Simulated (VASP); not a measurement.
The system is B3Ir.

```
B Ir
1.0
     4.30758    0.00000    0.00000
    -2.15379    3.73048    0.00000
     0.00000    0.00000    4.89123
B Ir
6 2
Direct
  0.79786 0.59573 0.25000
  0.20214 0.79786 0.75000
  0.40427 0.20214 0.25000
  0.20214 0.40427 0.75000
  0.79786 0.20214 0.25000
  0.59573 0.79786 0.75000
  0.33333 0.66667 0.25000
  0.66667 0.33333 0.75000
```

Base run:

```yaml
Program: VASP 6.6.1
Functional: PBE
Potentials_or_basis: VASP PAW PBE potentials, release 64 (B, Ir_sv_GW)
Cutoff: 500 eV
k_mesh: 12 × 12 × 8
Occupations: gaussian, width 0.1 eV
Spin: no spin polarisation
```

Its results: band gap on the k mesh zero (band 26 reaches 8.06 eV, above the bottom of band 27 at 7.49 eV); pressure -1.2 GPa; largest force 0.022 eV/Å.

Question: The run is repeated on the same cell with these changes: potentials or basis from VASP PAW PBE potentials, release 64 (B, Ir_sv_GW) to VASP PAW PBE potentials, release 64 (B, Ir); cutoff from 500 eV to 520 eV; further incar settings from ALGO = Normal; EDIFF = 1e-06; NBANDS = 36 to ALGO = Normal; EDIFF = 1e-06; NBANDS = 28; valence electrons from 52 to 36. What comes out?

Answer: Band gap on the k mesh zero (band 18 reaches 7.16 eV, above the bottom of band 19 at 6.60 eV); pressure 0.6 GPa; largest force 0.017 eV/Å.

Caveats: spin-orbit coupling is left out, which moves the levels of the heavy elements.
